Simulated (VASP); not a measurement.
# C (I4_1/amd) in VASP: further runs

C is run at these levels: r2SCAN; tasks: single point.

Program: VASP 6.6.1. These are calculated values, not measurements. Logs are shortened: lines on timing, memory, paths and dates and some standing lists are left out, and cuts for length are marked.

## Step 1: The cell of the first run

Symmetry: I4_1/amd, No. 141, tetragonal system. Conventional cell: a = 2.588 Å, b = 2.588 Å, c = 3.368 Å, α = 90.00°, β = 90.00°, γ = 90.00°. C (site symmetry -4m2) has 4 C at 1.54 Å within 2.1 Å.

## Step 2: Single point, r2SCAN

POSCAR

```
C
1.0
    0.0000000000      1.8303127280      1.6838877097
    1.8303127280      0.0000000000      1.6838877097
    1.8303127280      1.8303127280      0.0000000000
C
2
Direct
    0.5000000000      0.5000000000      0.5000000000
    0.7500000000      0.7500000000      0.7500000000
```

INCAR.step1

```
SYSTEM = C
PREC = Accurate ; ENCUT = 520
ISMEAR = 0 ; SIGMA = 0.05
LREAL = .FALSE. ; LASPH = .TRUE.
NELM = 80 ; NBANDS = 11
GGA = PE ; ALGO = Normal
EDIFF = 1E-4 ; LWAVE = .TRUE.
LCHARG = .FALSE.
```

INCAR.step2

```
SYSTEM = C
PREC = Accurate ; ENCUT = 520
EDIFF = 1E-6 ; ISMEAR = 0
SIGMA = 0.05 ; LREAL = .FALSE.
LASPH = .TRUE. ; NELM = 80
ALGO = Normal ; ISIF = 2
LWAVE = .FALSE. ; LCHARG = .FALSE.
METAGGA = R2SCAN ; LMIXTAU = .TRUE.
NBANDS = 11 ; ISTART = 1
```

KPOINTS

```
regular mesh
0
G
  12 12 12
  0 0 0
```

Potentials or basis: VASP PAW PBE potentials, release 64 (C).

Run with:

```sh
$ cat potpaw_PBE.64/C/POTCAR > POTCAR
$ cp INCAR.step1 INCAR
$ mpirun -np 1 vasp_std > vasp.out
$ cp INCAR.step2 INCAR
$ mpirun -np 1 vasp_std > vasp.out
```

OUTCAR:

```text
SYSTEM = C
   PREC = Accurate
   ENCUT = 520
   EDIFF = 1E-6
   ISMEAR = 0
   LREAL = .FALSE.
   LASPH = .TRUE.
   NELM = 80
   ISIF = 2
   METAGGA = R2SCAN
   ISTART = 1

 ion  position               nearest neighbor table
   1  0.500  0.500  0.500-   2 1.54   2 1.54   2 1.54   2 1.54
   2  0.750  0.750  0.750-   1 1.54   1 1.54   1 1.54   1 1.54

  LATTYP: Found a body centered tetragonal cell.
 ALAT       =     2.5884530833
 C/A-ratio  =     1.3010764773

  Lattice vectors:

 A1 = (   0.0000000000,  -1.8303127280,  -1.6838877097)
 A2 = (   0.0000000000,   1.8303127280,  -1.6838877097)
 A3 = (   1.8303127280,   0.0000000000,   1.6838877097)

Analysis of symmetry for initial positions (statically):
=====================================================================
 Subroutine PRICEL returns:
 Original cell was already a primitive cell.

 Routine SETGRP: Setting up the symmetry group for a
 body centered tetragonal supercell.

 Subroutine GETGRP returns: Found 16 space group operations
 (whereof  8 operations were pure point group operations)
 out of a pool of 16 trial point group operations.

The static configuration has the point symmetry D_2d.
 The point group associated with its full space group is D_4h.

Analysis of symmetry for dynamics (positions and initial velocities):
=====================================================================
 Subroutine PRICEL returns:
 Original cell was already a primitive cell.

 Routine SETGRP: Setting up the symmetry group for a
 body centered tetragonal supercell.

 Subroutine GETGRP returns: Found 16 space group operations
 (whereof  8 operations were pure point group operations)
 out of a pool of 16 trial point group operations.

The dynamic configuration has the point symmetry D_2d.
 The point group associated with its full space group is D_4h.

 Subroutine INISYM returns: Found 16 space group operations
 (whereof  8 operations are pure point group operations),
 and found     1 'primitive' translations

----------------------------------------------------------------------------------------

                                     Primitive cell

  volume of cell :      11.2822

  direct lattice vectors                    reciprocal lattice vectors
     0.000000000  1.830312728  1.683887710    -0.273177361  0.273177361  0.296931914
     1.830312728  0.000000000  1.683887710     0.273177361 -0.273177361  0.296931914
     1.830312728  1.830312728  0.000000000     0.273177361  0.273177361 -0.296931914

  length of vectors
     2.487071069  2.487071069  2.588453083     0.487257942  0.487257942  0.487257942

  position of ions in fractional coordinates (direct lattice)
     0.500000000  0.500000000  0.500000000
     0.750000000  0.750000000  0.750000000

  ion indices of the primitive-cell ions
   primitive index   ion index
                 1           1
                 2           2

----------------------------------------------------------------------------------------

 KPOINTS: regular mesh

Automatic generation of k-mesh.
 Grid dimensions read from file:
 generate k-points for:   12   12   12

 Generating k-lattice:

  Cartesian coordinates                     Fractional coordinates (reciprocal lattice)
    -0.022764780  0.022764780  0.024744326     0.083333333 -0.000000000  0.000000000
     0.022764780 -0.022764780  0.024744326    -0.000000000  0.083333333  0.000000000
     0.022764780  0.022764780 -0.024744326     0.000000000  0.000000000  0.083333333

  Length of vectors
     0.040604828  0.040604828  0.040604828

  Shift w.r.t. Gamma in fractional coordinates (k-lattice)
     0.000000000  0.000000000  0.000000000

 Subroutine IBZKPT returns following result:
 ===========================================

 Found    163 irreducible k-points:

 Following reciprocal coordinates:
            Coordinates               Weight
  0.000000  0.000000  0.000000      1.000000
  0.083333 -0.000000  0.000000      8.000000
  0.166667 -0.000000  0.000000      8.000000
  0.250000  0.000000  0.000000      8.000000
  0.333333 -0.000000  0.000000      8.000000
  0.416667 -0.000000  0.000000      8.000000
[... 16 lines left out ...]
  0.500000  0.166667  0.000000      8.000000
 -0.416667  0.166667  0.000000      8.000000
 [... further k-points ...]
   k-points           NKPTS =    163   k-points in BZ     NKDIM =    163   number of bands    NBANDS=     11
   number of dos      NEDOS =    301   number of ions     NIONS =      2
   total plane-waves  NPLWV =   6480
   dimension x,y,z NGX =    18 NGY =   18 NGZ =   20
   dimension x,y,z NGXF=    36 NGYF=   36 NGZF=   40
   ions per type =               2
   NGX,Y,Z   is equivalent  to a cutoff of  12.03, 12.03, 12.85 a.u.
   NGXF,Y,Z  is equivalent  to a cutoff of  24.06, 24.06, 25.69 a.u.
 SYSTEM =  C
   PREC   = accura    normal or accurate (medium, high low for compatibility)
   ISTART =      1    job   : 0-new  1-cont  2-samecut
   ICHARG =      0    charge: 1-file 2-atom 10-const
   ISPIN  =      1    spin polarized calculation?
   LNONCOLLINEAR =      F non collinear calculations
   LSORBIT =      F    spin-orbit coupling
   LASPH  =      T    aspherical Exc in radial PAW
   ENCUT  =  520.0 eV  38.22 Ry    6.18 a.u.   4.62  4.62  4.81*2*pi/ulx,y,z
   NELM   =     80;   NELMIN=  2; NELMDL=  0     # of ELM steps
   EDIFF  = 0.1E-05   stopping-criterion for ELM
   LREAL  =      F    real-space projection
   EDIFFG = 0.1E-04   stopping-criterion for IOM
   NSW    =      0    number of steps for IOM
   IBRION =     -1    ionic relax: 0-MD 1-quasi-New 2-CG
   NFREE  =      0    steps in history (QN), initial steepest desc. (CG)
   ISIF   =      2    stress and relaxation
   ISYM   =      2    0-nonsym 1-usesym 2-fastsym
   POTIM  = 0.5000    time-step for ionic-motion
   TEBEG  =    0.0;   TEEND  =   0.0 temperature during run
   PSTRESS=    0.0 pullay stress
   NELECT =       8.0000    total number of electrons
   NUPDOWN=      -1.0000    fix difference up-down
   EMIN   =  10.00;   EMAX   =-10.00  energy-range for DOS
   EFERMI =   0.00;   METHOD = LEGACY
   ISMEAR =     0;   SIGMA  =   0.05  broadening in eV -4-tet -1-fermi 0-gaus
   EFERMI_NEDOS =   21; number of points for ismear=-14 and -15
   IALGO  =     38    algorithm
   IMIX   =      4    mixing-type and parameters
     AMIX     =   0.40;   BMIX     =  1.00
     AMIX_MAG =   1.60;   BMIX_MAG =  1.00
  volume/ion in A,a.u.               =       5.64        38.07
  Fermi-wavevector in a.u.,A,eV,Ry     =   1.459846  2.758708 28.996044  2.131149
  Thomas-Fermi vector in A             =   2.576365
   LORBIT       =      0    0 simple, 1 ext, 2 COOP (PROOUT), +10 PAW based schemes
   METAGGA = R2SCAN    functional components
   LHFCALC =     F    Hartree Fock is set to
   AEXX    =    0.0000 exact exchange contribution
   IVDW    =     0    specifies the selected vdW correction
   LEPSILON=     F    determine dielectric tensor
   LRPA    =     F    only Hartree local field effects (RPA)
 non-spin polarized calculation
 Gauss-broadening in eV      SIGMA  =   0.05
  energy-cutoff  :      520.00
  volume of cell :       11.28
 maximum number of plane-waves:       315
   NGX =  9   NGY =  9   NGZ =  9

 number of electron       8.0000000 magnetization

 Free energy of the ion-electron system (eV)
  ---------------------------------------------------
  ext. energy  EPLUGINS =         0.00000000
  ---------------------------------------------------
  free energy    TOTEN  =       -19.50522825 eV

  energy without entropy =      -19.50522825  energy(sigma->0) =      -19.50522825

 E-fermi :  10.9000     XC(G=0): -14.2952

 val. band max:       10.6055343341   @ k =   0.0000   0.0000   0.0000
 cond. band min:      12.8194613148   @ k =   0.3333   0.3333   0.0000
 fundamental gap:      2.2139269807
 Fermi energy:        10.9000128260

 k-point     1 :       0.0000    0.0000    0.0000
  band No.  band energies     occupation
      1     -12.9656      2.00000
      2       9.3999      2.00000
      3       9.3999      2.00000
      4      10.6055      2.00000
      5      14.9810      0.00000
      6      16.0968      0.00000
      7      16.0968      0.00000
      8      23.6500      0.00000
      9      30.3571      0.00000
     10      35.0733      0.00000
     11      37.2685      0.00000

 k-point     2 :       0.0833   -0.0000    0.0000
  band No.  band energies     occupation
      1     -12.7632      2.00000
      2       8.3428      2.00000
      3       9.0343      2.00000
      4      10.0355      2.00000
      5      15.4273      0.00000
      6      16.5156      0.00000
      7      16.8570      0.00000
      8      23.8571      0.00000
      9      30.7003      0.00000
     10      33.5874      0.00000
     11      35.2216      0.00000

 k-point     3 :       0.1667   -0.0000    0.0000
  band No.  band energies     occupation
      1     -12.1584      2.00000
      2       5.7749      2.00000
      3       8.2230      2.00000
      4       9.2373      2.00000
      5      16.2831      0.00000
      6      17.3813      0.00000
      7      18.1317      0.00000
      8      24.4601      0.00000
      9      31.3342      0.00000
     10      32.4275      0.00000
     11      33.7868      0.00000

 k-point     4 :       0.2500    0.0000    0.0000
  band No.  band energies     occupation
      1     -11.1608      2.00000
      2       2.8000      2.00000
      3       7.3670      2.00000
      4       8.5258      2.00000
      5      16.9817      0.00000
      6      18.0745      0.00000
      7      19.2068      0.00000
      8      25.3101      0.00000
      9      31.4567      0.00000
     10      32.5760      0.00000
     11      33.7882      0.00000

 k-point     5 :       0.3333   -0.0000    0.0000
  band No.  band energies     occupation
      1      -9.7953      2.00000
      2      -0.1267      2.00000
      3       6.6753      2.00000
      4       7.9857      2.00000
      5      17.3264      0.00000
      6      18.3451      0.00000
      7      19.9858      0.00000
      8      26.0916      0.00000
      9      31.6345      0.00000
     10      34.0406      0.00000
     11      34.5961      0.00000
[... 211 lines left out ...]
 k-point    21 :       0.3333    0.1667    0.0000
  band No.  band energies     occupation
      1      -9.8066      2.00000
      2       1.8455      2.00000
      3       5.0957      2.00000
      4       6.9090      2.00000
      5      14.9755      0.00000
      6      21.1838      0.00000
      7      21.2285      0.00000
      8      22.1856      0.00000
      9      33.2222      0.00000
     10      33.6433      0.00000
     11      37.5038      0.00000

 k-point    22 :       0.4167    0.1667    0.0000
  band No.  band energies     occupation
      1      -8.3030      2.00000
      2      -0.8581      2.00000
      3       4.7885      2.00000
      4       6.1256      2.00000
      5      15.7160      0.00000
      6      21.2065      0.00000
      7      21.7863      0.00000
      8      22.6269      0.00000
      9      32.9265      0.00000
     10      34.5524      0.00000
     11      38.5444      0.00000

 k-point    23 :       0.5000    0.1667    0.0000
  band No.  band energies     occupation
      1      -6.6906      2.00000
      2      -3.1118      2.00000
      3       4.8200      2.00000
      4       5.4071      2.00000
      5      16.1342      0.00000
      6      20.8882      0.00000
      7      22.2736      0.00000
      8      23.9030      0.00000
      9      31.7434      0.00000
     10      35.5407      0.00000
     11      37.8746      0.00000

 k-point    24 :      -0.4167    0.1667    0.0000
  band No.  band energies     occupation
      1      -6.6474      2.00000
      2      -3.1774      2.00000
      3       4.8638      2.00000
      4       5.1835      2.00000
      5      16.4899      0.00000
      6      20.4659      0.00000
      7      22.3609      0.00000
      8      25.6493      0.00000
      9      30.3016      0.00000
     10      35.1810      0.00000
     11      35.8290      0.00000

 [... further k-points ...]

------------------------ aborting loop because EDIFF is reached ----------------------------------------

  FORCE on cell =-STRESS in cart. coord.  units (eV):
  Direction    XX          YY          ZZ          XY          YZ          ZX
  --------------------------------------------------------------------------------------
  -------------------------------------------------------------------------------------
  Total       -1.6731250     -1.6731250      3.6264001      0.0000000      0.0000000     -0.0000000
  in kB     -237.5993431   -237.5993431    514.9826237      0.0000000      0.0000000     -0.0000000
  external PRESSURE =      13.2613125 kB  Pullay stress =       0.0000000 kB

 VOLUME and BASIS-vectors are now :
 -----------------------------------------------------------------------------
  energy-cutoff  :      520.00
  volume of cell :       11.28
      direct lattice vectors                 reciprocal lattice vectors
     0.000000000  1.830312728  1.683887710    -0.273177361  0.273177361  0.296931914
     1.830312728  0.000000000  1.683887710     0.273177361 -0.273177361  0.296931914
     1.830312728  1.830312728  0.000000000     0.273177361  0.273177361 -0.296931914

 POSITION                                       TOTAL-FORCE (eV/Angst)
 -----------------------------------------------------------------------------------
      1.83031      1.83031      1.68389         0.000000      0.000000     -0.000000
      2.74547      2.74547      2.52583         0.000000      0.000000      0.000000
 -----------------------------------------------------------------------------------
    total drift:                                0.000000     -0.000000      0.000000

  FREE ENERGIE OF THE ION-ELECTRON SYSTEM (eV)
  ---------------------------------------------------
  free  energy   TOTEN  =       -19.5052282494 eV

  energy  without entropy=      -19.5052282494  energy(sigma->0) =      -19.50522825
```

It took 45 s on 1 thread of AMD EPYC 9R45 (Zen 5), shared host; peak memory 0.09 GiB.

What came out:

- Free energy: -19.5052 eV
- Pressure: 1.3 GPa
- Band gap on the k mesh: 2.21 eV, indirect (least direct gap 4.38 eV)

Caveat: the PAW data sets were made with another functional, which shifts forces and pressure a little.

## Step 3: Single point, r2SCAN

This run uses another cell than the first one, of the same volume but with other edges.

POSCAR

```
C
1.0
    0.0000000000      2.0550234880      1.3357652672
    2.0550234880      0.0000000000      1.3357652672
    2.0550234880      2.0550234880      0.0000000000
C
2
Direct
    0.5000000000      0.5000000000      0.5000000000
    0.7500000000      0.7500000000      0.7500000000
```

INCAR.step1

```
SYSTEM = C
PREC     = Accurate       ! precision mode
ENCUT    = 520            ! plane-wave cutoff, eV
ISMEAR   = 0              ! smearing method
SIGMA    = 0.05           ! smearing width, eV
LREAL    = .FALSE.        ! projectors in reciprocal space
LASPH    = .TRUE.         ! aspherical terms in the spheres
NELM     = 80             ! most SCF steps
NBANDS   = 11             ! bands
GGA      = PE             ! functional
ALGO     = Normal         ! electronic algorithm
EDIFF    = 1E-4           ! SCF threshold, eV
LWAVE    = .TRUE.         ! write WAVECAR
LCHARG   = .FALSE.        ! write CHGCAR
```

INCAR.step2

```
SYSTEM = C
PREC     = Accurate       ! precision mode
ENCUT    = 520            ! plane-wave cutoff, eV
EDIFF    = 1E-6           ! SCF threshold, eV
ISMEAR   = 0              ! smearing method
SIGMA    = 0.05           ! smearing width, eV
LREAL    = .FALSE.        ! projectors in reciprocal space
LASPH    = .TRUE.         ! aspherical terms in the spheres
NELM     = 80             ! most SCF steps
ALGO     = Normal         ! electronic algorithm
ISIF     = 2              ! what is computed and relaxed
LWAVE    = .FALSE.        ! write WAVECAR
LCHARG   = .FALSE.        ! write CHGCAR
METAGGA  = R2SCAN         ! meta-GGA
LMIXTAU  = .TRUE.       
NBANDS   = 11             ! bands
ISTART   = 1
```

KPOINTS is that of step 2.

Potentials or basis: VASP PAW PBE potentials, release 64 (C).

Run with:

```sh
$ cat potpaw_PBE.64/C/POTCAR > POTCAR
$ cp INCAR.step1 INCAR
$ mpirun -np 1 vasp_std > vasp.out
$ cp INCAR.step2 INCAR
$ mpirun -np 1 vasp_std > vasp.out
```

Run time: 65 s. Hardware: 1 thread of AMD EPYC 9R45 (Zen 5), shared host; peak memory 0.09 GiB.

Results (log left out):

* Free energy: -16.8081 eV
* Pressure: 3.2 GPa
* Band gap on the k mesh: zero (band 4 reaches 13.31 eV, above the bottom of band 5 at 7.93 eV)

Stress tensor (GPa, compression positive):
```
-64.87   0.00   0.00
  0.00 -64.87   0.00
  0.00   0.00 139.30
```

Levels at points of the mesh, in eV from the Fermi level:
| k point | band 1 | band 2 | band 3 | band 4 | band 5 | band 6 | band 7 | band 8 |
| --- | --- | --- | --- | --- | --- | --- | --- | --- |
| (0.00, 0.00, 0.00) | -22.97 | -1.98 | -1.98 | 3.05 | 4.04 | 9.22 | 9.22 | 10.92 |
| (0.50, 0.00, 0.00) | -16.10 | -13.75 | -5.64 | -1.52 | 2.36 | 6.60 | 11.21 | 16.02 |
| (0.50, 0.50, 0.00) | -10.20 | -10.20 | -9.26 | -9.26 | -0.26 | -0.26 | 17.85 | 17.85 |
| (0.50, 0.00, 0.50) | -15.73 | -15.73 | -3.13 | -3.13 | 9.95 | 9.95 | 11.43 | 11.43 |

Caveat: the PAW data sets were made with another functional, which shifts forces and pressure a little.
